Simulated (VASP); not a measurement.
**Mn: single point with BLYP**

Crystal: Mn.

```
Mn
1.0
     4.47466    0.00000    0.00000
     0.00000    4.47466    0.00000
     0.00000    0.00000    4.47466
Mn
8
Direct
  0.00000 0.00000 0.00000
  0.50000 0.50000 0.50000
  0.25000 0.00000 0.50000
  0.75000 0.00000 0.50000
  0.50000 0.25000 0.00000
  0.50000 0.75000 0.00000
  0.00000 0.50000 0.25000
  0.00000 0.50000 0.75000
```

```json
{
 "Program": "VASP 6.6.1",
 "Task": "single point",
 "Functional": "BLYP",
 "Potentials or basis": "VASP PAW PBE potentials, release 64 (Mn_pv)",
 "Cutoff": "520 eV",
 "k mesh": "6 × 6 × 6",
 "Occupations": "fermi-dirac, width 0.1 eV",
 "Spin": "no spin polarisation"
}
```

```
Pressure               : 0.2 GPa
Band gap on the k mesh : zero (bands 52 and 53 overlap by 0.27 eV)
```

Levels at points of the mesh, in eV from the Fermi level:
```
           k point  band 50  band 51  band 52  band 53  band 54  band 55
(0.00, 0.00, 0.00)     0.02     0.02     0.02     0.07     0.07     0.07
(0.50, 0.00, 0.00)    -0.40    -0.38    -0.38    -0.15    -0.15     0.29
(0.50, 0.50, 0.00)    -0.66    -0.52    -0.08     0.25     0.35     0.36
(0.50, 0.50, 0.50)    -0.08    -0.08    -0.08    -0.08    -0.08     0.86
```

It took 2.4 min on 1 thread of Intel(R) Xeon(R) Platinum 8488C (Sapphire Rapids), on a shared host, peak memory 0.24 GiB.

Caveat: the PAW data sets were made with another functional, which shifts forces and pressure a little; the run has no spin polarisation, though such a crystal can be magnetic. Spin polarisation is off, so any magnetic state and its effect on volume and gap are missing.
